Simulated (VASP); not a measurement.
## Mg3HO3: single point with PBEsol

System: Mg3HO3, a slab with vacuum.

```xyz
7
Lattice="2.9804 0.0000 0.0000 0.0000 2.9804 0.0000 0.0000 0.0000 21.2399" Properties=species:S:1:pos:R:3 pbc="T T T"
Mg    1.4902    1.4902    4.0000
Mg    0.0000    0.0000    6.1127
Mg    1.4902    1.4902    8.1930
O     0.0000    0.0000    4.0000
O     1.4902    1.4902    6.1033
O     0.0000    0.0000    8.2399
H     0.9935    0.0000   10.2699
```

```json
{
 "Program": "VASP 6.6.1",
 "Task": "single point",
 "Functional": "PBEsol",
 "Potentials or basis": "VASP PAW PBE potentials, release 64 (Mg, O, H)",
 "Cutoff": "520 eV",
 "k mesh": "9 × 9 × 1",
 "Occupations": "gaussian, width 0.05 eV",
 "Spin": "collinear spin",
 "Starting moments": "[0.0, 0.0, 0.0, 0.0, 0.0, 0.0, 1.0] μB",
 "Dipole correction": "yes",
 "Further INCAR settings": "ALGO = Normal; EDIFF = 1e-07; NBANDS = 26"
}
```

The largest force is 0.586 eV/Å, the band gap on the k mesh is 0.91 eV (least direct gap 1.76 eV) and the net moment is 1.00 μB per cell. The site moments are Mg +0.00, -0.00 (each value once); O +0.00, +0.01, +0.12; H +0.33 μB. The valence electrons inside the program's atomic spheres are Mg 0.37, 0.41 (each value once); O 5.03, 5.08, 5.02; H 0.38.

Forces in eV/Å, atoms in the order of the input:
```
Mg   0.001  0.000  0.435
Mg   0.009  0.000 -0.033
Mg  -0.001  0.000  0.586
O    0.001  0.000 -0.423
O    0.010  0.000 -0.007
O   -0.017  0.000 -0.434
H   -0.002  0.000 -0.124
```

Levels at points of the mesh, in eV from the valence-band top:
Spin up:
```
           k point  band 9  band 10  band 11  band 12  band 13  band 14  band 15  band 16  band 17  band 18
(0.00, 0.00, 0.00)   -1.39    -1.38    -1.00    -0.98    -0.85     2.50     4.24     4.91     5.52     6.37
```
Spin down:
| k point | band 9 | band 10 | band 11 | band 12 | band 13 | band 14 | band 15 | band 16 |
| --- | --- | --- | --- | --- | --- | --- | --- | --- |
| (0.00, 0.00, 0.00) | -1.34 | -1.33 | -0.91 | -0.90 | 0.91 | 2.54 | 4.30 | 5.18 |

Wall time 12 min on 1 thread of Oxide Virtual Turin-like Processor, on a shared host, peak memory 0.42 GiB.

Caveat: the PAW data sets were made with another functional, which shifts forces and pressure a little.
